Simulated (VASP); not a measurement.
Wanted: the native input for a VASP 6.6.1 run.

* Task: relaxation of cell and atoms
* Functional: PBE
* Potentials or basis: VASP PAW PBE potentials, release 64 (F)
* Cutoff: 600 eV
* k mesh: 20 × 20 × 20
* Occupations: fermi-dirac, width 0.08 eV
* Spin: no spin polarisation
* Target pressure: 23 GPa
* Dipole correction: no
* Further INCAR settings: ALGO = Normal; EDIFF = 1e-07; IBRION = 2; EDIFFG = -0.005; NSW = 32; ISIF = 3

The structure of F lies in POSCAR:

```
F
1.0
   -1.2607303022      1.2607303022      1.2607303022
    1.2607303022     -1.2607303022      1.2607303022
    1.2607303022      1.2607303022     -1.2607303022
F
1
Direct
    0.0000000000      0.0000000000      0.0000000000
```

These files were run (other wordings do the same):

INCAR

```
PREC = Accurate
ENCUT = 600
EDIFF = 1E-7
ISMEAR = -1
SIGMA = 0.08
LREAL = F
LASPH = T
NELM = 60
ALGO = Normal
ISIF = 3
LWAVE = F
LCHARG = F
GGA = PE
IBRION = 2
NSW = 32
EDIFFG = -0.005
PSTRESS = 230.0
```

KPOINTS

```
Automatic mesh
0
Gamma
  20 20 20
```

Potentials or basis: VASP PAW PBE potentials, release 64 (F).

The run is started by

```bash
$ cat potpaw_PBE.64/F/POTCAR > POTCAR
$ mpirun -np 1 vasp_std > vasp.out
```

It gave:

| Property | Result |
| --- | --- |
| Relaxed volume | 7.98 Å³/atom |
| Relaxed cell | a = 2.180 Å, b = 2.180 Å, c = 2.180 Å, α = 109.47°, β = 109.47°, γ = 109.47° |
| Space group after relaxing (to 0.05 Å) | Im-3m (No. 229) |
| Energy change on relaxing (the enthalpy is what falls) | +5.3 meV/atom |
| Ionic steps | 3 |
| Pressure after relaxing | 23.0 GPa |

Caveat: the cell is relaxed towards a set pressure, so the enthalpy falls and the energy may rise; an odd number of electrons without spin polarisation forces a metal; a magnetic or distorted state may lie lower.

It took 17 s on 1 thread of AMD EPYC 9R45 96-Core Processor (Zen 5), with other jobs on the host, peak memory 0.09 GiB.
